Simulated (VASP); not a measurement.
# TiO2 (I4_1/amd) in VASP: a series of runs, part 2 of 2

VASP 6.6.1. The steps go on from the part before.

## 4. Single point, PBEsol

This run uses another cell than the first one, of 11.13 Å³/atom.

INCAR reads:

```
SYSTEM = TiO2
PREC = Accurate
ENCUT = 520
EDIFF = 1E-6
ISMEAR = 1
SIGMA = 0.02
LREAL = .False.
LASPH = .True.
NELM = 60
ALGO = Normal
ISIF = 2
LWAVE = .False.
LCHARG = .False.
GGA = PS
NBANDS = 33
```

KPOINTS reads:

```
regular mesh
0
Gamma
  8 8 8
  0 0 0
```

POSCAR reads:

```
TiO2
1.0
   -1.8794009597      1.8794009597      4.7253708500
    1.8794009597     -1.8794009597      4.7253708500
    1.8794009597      1.8794009597     -4.7253708500
Ti O
2 4
Direct
    0.0000000000      0.0000000000      0.0000000000
    0.7500000000      0.2500000000      0.5000000000
    0.2081000000      0.2081000000      0.0000000000
    0.9581000000      0.4581000000      0.5000000000
    0.5419000000      0.0419000000      0.5000000000
    0.7919000000      0.7919000000      0.0000000000
```

Potentials or basis: VASP PAW PBE potentials, release 64 (Ti_sv, O).

Command:

```console
$ cat potpaw_PBE.64/Ti_sv/POTCAR potpaw_PBE.64/O/POTCAR > POTCAR
$ mpirun -np 1 vasp_std > vasp.out
```

OUTCAR:

```text
SYSTEM = TiO2
   PREC = Accurate
   ENCUT = 520
   EDIFF = 1E-6
   ISMEAR = 1
   LREAL = .False.
   LASPH = .True.
   NELM = 60
   ISIF = 2
   GGA = PS

 ion  position               nearest neighbor table
   1  0.000  0.000  0.000-   4 1.92   5 1.92   5 1.92   4 1.92   3 1.97   6 1.97
   2  0.750  0.250  0.500-   3 1.92   6 1.92   6 1.92   3 1.92   4 1.97   5 1.97
   3  0.208  0.208  0.000-   2 1.92   2 1.92   1 1.97
   4  0.958  0.458  0.500-   1 1.92   1 1.92   2 1.97
   5  0.542  0.042  0.500-   1 1.92   1 1.92   2 1.97
   6  0.792  0.792  0.000-   2 1.92   2 1.92   1 1.97

  LATTYP: Found a body centered tetragonal cell.
 ALAT       =     3.7588019194
 C/A-ratio  =     2.5142962845

  Lattice vectors:

 A1 = (  -1.8794009597,   1.8794009597,   4.7253708500)
 A2 = (   1.8794009597,  -1.8794009597,   4.7253708500)
 A3 = (   1.8794009597,   1.8794009597,  -4.7253708500)

Analysis of symmetry for initial positions (statically):
=====================================================================
 Subroutine PRICEL returns:
 Original cell was already a primitive cell.

 Routine SETGRP: Setting up the symmetry group for a
 body centered tetragonal supercell.

 Subroutine GETGRP returns: Found 16 space group operations
 (whereof  8 operations were pure point group operations)
 out of a pool of 16 trial point group operations.

The static configuration has the point symmetry D_2d.
 The point group associated with its full space group is D_4h.

Analysis of symmetry for dynamics (positions and initial velocities):
=====================================================================
 Subroutine PRICEL returns:
 Original cell was already a primitive cell.

 Routine SETGRP: Setting up the symmetry group for a
 body centered tetragonal supercell.

 Subroutine GETGRP returns: Found 16 space group operations
 (whereof  8 operations were pure point group operations)
 out of a pool of 16 trial point group operations.

The dynamic configuration has the point symmetry D_2d.
 The point group associated with its full space group is D_4h.

 Subroutine INISYM returns: Found 16 space group operations
 (whereof  8 operations are pure point group operations),
 and found     1 'primitive' translations

----------------------------------------------------------------------------------------

                                     Primitive cell

  volume of cell :      66.7628

  direct lattice vectors                    reciprocal lattice vectors
    -1.879400960  1.879400960  4.725370850     0.000000000  0.266042218  0.105811801
     1.879400960 -1.879400960  4.725370850     0.266042218  0.000000000  0.105811801
     1.879400960  1.879400960 -4.725370850     0.266042218  0.266042218  0.000000000

  length of vectors
     5.421570400  5.421570400  5.421570400     0.286312066  0.286312066  0.376240513

  position of ions in fractional coordinates (direct lattice)
     0.000000000  0.000000000  0.000000000
     0.750000000  0.250000000  0.500000000
     0.208100000  0.208100000  0.000000000
     0.958100000  0.458100000  0.500000000
     0.541900000  0.041900000  0.500000000
     0.791900000  0.791900000  0.000000000

  ion indices of the primitive-cell ions
   primitive index   ion index
                 1           1
                 2           2
[... 34 lines left out ...]
  0.125000 -0.000000  0.000000      8.000000
  0.250000 -0.000000  0.000000      8.000000
  0.375000 -0.000000  0.000000      8.000000
  0.500000 -0.000000  0.000000      4.000000
  0.125000  0.125000  0.000000      8.000000
[... 16 lines left out ...]
  0.250000  0.125000  0.125000     16.000000
  0.375000  0.125000  0.125000      8.000000
 [... further k-points ...]
   k-points           NKPTS =     59   k-points in BZ     NKDIM =     59   number of bands    NBANDS=     33
   number of dos      NEDOS =    301   number of ions     NIONS =      6
   total plane-waves  NPLWV =  64000
   dimension x,y,z NGX =    40 NGY =   40 NGZ =   40
   dimension x,y,z NGXF=    80 NGYF=   80 NGZF=   80
   ions per type =               2   4
   NGX,Y,Z   is equivalent  to a cutoff of  12.27, 12.27, 12.27 a.u.
   NGXF,Y,Z  is equivalent  to a cutoff of  24.53, 24.53, 24.53 a.u.
 SYSTEM =  TiO2
   PREC   = accura    normal or accurate (medium, high low for compatibility)
   ISTART =      0    job   : 0-new  1-cont  2-samecut
   ICHARG =      2    charge: 1-file 2-atom 10-const
   ISPIN  =      1    spin polarized calculation?
   LNONCOLLINEAR =      F non collinear calculations
   LSORBIT =      F    spin-orbit coupling
   LASPH  =      T    aspherical Exc in radial PAW
   ENCUT  =  520.0 eV  38.22 Ry    6.18 a.u.  10.08 10.08 10.08*2*pi/ulx,y,z
   NELM   =     60;   NELMIN=  2; NELMDL= -5     # of ELM steps
   EDIFF  = 0.1E-05   stopping-criterion for ELM
   LREAL  =      F    real-space projection
   EDIFFG = 0.1E-04   stopping-criterion for IOM
   NSW    =      0    number of steps for IOM
   IBRION =     -1    ionic relax: 0-MD 1-quasi-New 2-CG
   NFREE  =      0    steps in history (QN), initial steepest desc. (CG)
   ISIF   =      2    stress and relaxation
   ISYM   =      2    0-nonsym 1-usesym 2-fastsym
   POTIM  = 0.5000    time-step for ionic-motion
   TEBEG  =    0.0;   TEEND  =   0.0 temperature during run
   PSTRESS=    0.0 pullay stress
   NELECT =      48.0000    total number of electrons
   NUPDOWN=      -1.0000    fix difference up-down
   EMIN   =  10.00;   EMAX   =-10.00  energy-range for DOS
   EFERMI =   0.00;   METHOD = LEGACY
   ISMEAR =     1;   SIGMA  =   0.02  broadening in eV -4-tet -1-fermi 0-gaus
   EFERMI_NEDOS =   21; number of points for ismear=-14 and -15
   IALGO  =     38    algorithm
   IMIX   =      4    mixing-type and parameters
     AMIX     =   0.40;   BMIX     =  1.00
     AMIX_MAG =   1.60;   BMIX_MAG =  1.00
  volume/ion in A,a.u.               =      11.13        75.09
  Fermi-wavevector in a.u.,A,eV,Ry     =   1.466595  2.771463 29.264799  2.150902
  Thomas-Fermi vector in A             =   2.582314
   LORBIT       =      0    0 simple, 1 ext, 2 COOP (PROOUT), +10 PAW based schemes
   GGA     = PS    functional components
   LHFCALC =     F    Hartree Fock is set to
   AEXX    =    0.0000 exact exchange contribution
   IVDW    =     0    specifies the selected vdW correction
   LEPSILON=     F    determine dielectric tensor
   LRPA    =     F    only Hartree local field effects (RPA)
 non-spin polarized calculation
 Methfessel and Paxton  Order N= 1 SIGMA  =   0.02
  energy-cutoff  :      520.00
  volume of cell :       66.76
 maximum number of plane-waves:      1818
   NGX = 21   NGY = 21   NGZ = 21

 number of electron      47.9999993 magnetization

 Free energy of the ion-electron system (eV)
  ---------------------------------------------------
  ext. energy  EPLUGINS =         0.00000000
  ---------------------------------------------------
  free energy    TOTEN  =       -56.19904448 eV

  energy without entropy =      -56.19910915  energy(sigma->0) =      -56.19906604

 E-fermi :   3.4378     XC(G=0): -11.1235

 val. band max:        3.4260845640   @ k =  -0.3750   0.3750   0.0000
 cond. band min:       5.5635194797   @ k =   0.0000   0.0000   0.0000
 fundamental gap:      2.1374349157
 Fermi energy:         3.4378024138

 k-point     1 :       0.0000    0.0000    0.0000
  band No.  band energies     occupation
      1     -52.5854      2.00000
      2     -52.5164      2.00000
      3     -29.2064      2.00000
      4     -28.9394      2.00000
      5     -28.9394      2.00000
      6     -28.8592      2.00000
[... 853 lines left out ...]
     32      10.3408      0.00000
     33      10.9191      0.00000

 [... further k-points ...]

------------------------ aborting loop because EDIFF is reached ----------------------------------------

  FORCE on cell =-STRESS in cart. coord.  units (eV):
  Direction    XX          YY          ZZ          XY          YZ          ZX
  --------------------------------------------------------------------------------------
  -------------------------------------------------------------------------------------
  Total        1.6007436      1.6007436      2.1391051      0.0000000     -0.0000000      0.0000000
  in kB       38.4147126     38.4147126     51.3343346      0.0000000     -0.0000000      0.0000000
  external PRESSURE =      42.7212533 kB  Pullay stress =       0.0000000 kB

 VOLUME and BASIS-vectors are now :
 -----------------------------------------------------------------------------
  energy-cutoff  :      520.00
  volume of cell :       66.76
      direct lattice vectors                 reciprocal lattice vectors
    -1.879400960  1.879400960  4.725370850     0.000000000  0.266042218  0.105811801
     1.879400960 -1.879400960  4.725370850     0.266042218  0.000000000  0.105811801
     1.879400960  1.879400960 -4.725370850     0.266042218  0.266042218  0.000000000

 POSITION                                       TOTAL-FORCE (eV/Angst)
 -----------------------------------------------------------------------------------
      0.00000      0.00000      0.00000         0.000000      0.000000      0.000000
     -0.00000      1.87940      2.36269         0.000000      0.000000      0.000000
      0.00000      0.00000      1.96670        -0.000000      0.000000      0.136220
      0.00000      1.87940      4.32938         0.000000     -0.000000      0.136220
     -0.00000      1.87940      0.39599         0.000000     -0.000000     -0.136220
      0.00000      0.00000      7.48404        -0.000000      0.000000     -0.136220
 -----------------------------------------------------------------------------------
    total drift:                                0.000000      0.000000     -0.000000

  FREE ENERGIE OF THE ION-ELECTRON SYSTEM (eV)
  ---------------------------------------------------
  free  energy   TOTEN  =       -56.1990444826 eV

  energy  without entropy=      -56.1991091466  energy(sigma->0) =      -56.19906604
```

stdout:

```text
POSCAR found type information on POSCAR TiO
 POSCAR found :  2 types and       6 ions
 scaLAPACK will be used
 -----------------------------------------------------------------------------
|                                                                             |
|                                                                             |
|     You enforced a specific xc type in the INCAR file but a different       |
|     I HOPE YOU KNOW WHAT YOU ARE DOING!                                     |
|                                                                             |
 -----------------------------------------------------------------------------

 LDA part: xc-table for (Slater+PW92), standard interpolation
 POSCAR, INCAR and KPOINTS ok, starting setup
 FFT: planning ... GRIDC
 FFT: planning ... GRID_SOFT
 FFT: planning ... GRID
 WAVECAR not read
 entering main loop
```

Wall time 5.6 min (1 thread of Intel Xeon 8259CL, shared host); peak memory 0.3 GiB.

What came out:

```
Free energy            : -56.1990 eV
Pressure               : 4.3 GPa
Largest force          : 0.136 eV/Å
Band gap on the k mesh : 2.14 eV (least direct gap 2.44 eV)
```

Forces in eV/Å, atoms in the order of the input:
```
Ti   0.000  0.000  0.000
Ti   0.000  0.000  0.000
O    0.000  0.000  0.136
O    0.000  0.000  0.136
O    0.000  0.000 -0.136
O    0.000  0.000 -0.136
```

Stress tensor (GPa, compression positive):
```
3.84 0.00 0.00
0.00 3.84 0.00
0.00 0.00 5.13
```

Caveat: the cell stands under pressure; the PAW data sets were made with another functional, which shifts forces and pressure a little. A k mesh can miss the band edges.

## 5. Summary

```tsv
cell	gap on the mesh (eV)	pressure (GPa)	largest force (eV/Å)
a = 5.347 Å, angles 139.4, 139.4, 58.7°, 6 atoms	2.22	15.1	0.41
a = 5.384 Å, angles 139.4, 139.4, 58.7°, 6 atoms	2.18	9.4	0.27
a = 5.422 Å, angles 139.4, 139.4, 58.7°, 6 atoms	2.14	4.3	0.14
```

Alike in all rows: task single point; level PBEsol; potentials or basis VASP PAW PBE potentials, release 64 (Ti_sv, O); no spin polarisation; k mesh 8 × 8 × 8; cutoff (eV) 520; smearing methfessel-paxton 0.02 eV.

Caveats: the cell stands under pressure; the PAW data sets were made with another functional, which shifts forces and pressure a little.

Total energies depend on the potentials used, so only differences within one code and one set of settings carry meaning.
